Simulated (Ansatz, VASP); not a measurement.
## One calculation of CdS, two programs

```
Cd S
1.0
     0.00000    2.99730    2.91000
     2.91000    0.00000    2.91000
     2.91000    2.99730    0.00000
Cd S
1 1
Direct
  0.00000 0.00000 0.00000
  0.75000 0.75000 0.75000
```

Change from the starting cell: strain +0.0300 x Voigt [0, 1, 0, 0, 0, 0], atoms carried along.

Alike in both runs: task single point; functional r2SCAN; k mesh 8 × 8 × 8; occupations gaussian, width 0.05 eV; no spin polarisation.

|  | VASP | Ansatz |
| --- | --- | --- |
| version | VASP 6.6.1 | Ansatz 0.2.0 |
| potentials or method | VASP PAW PBE potentials, release 64 (Cd, S), cutoff 520 eV | scalar-relativistic, plane waves, PAW |
| valence electrons in the cell | 18 | 26 |

|  | VASP | Ansatz | Ansatz less VASP |
| --- | --- | --- | --- |
| gap on the k mesh at the Fermi level (eV) | 1.51 | 1.51 | +0.004 |
| least direct gap on the mesh (eV) | 1.51 | 1.51 | +0.004 |
| pressure (GPa) | 0.3 | 0.0 | -0.30 |
| traceless stress, the component that is largest in VASP (GPa) | -0.39 | -0.39 | -0.005 |

VASP's potentials were made for PBE, not for r2SCAN. The functional is the same, so the differences come from potentials, cutoffs and numerics. VASP's potentials hold 18 valence electrons a cell and Ansatz's 26, so a difference there can come from the potentials and not from the codes.
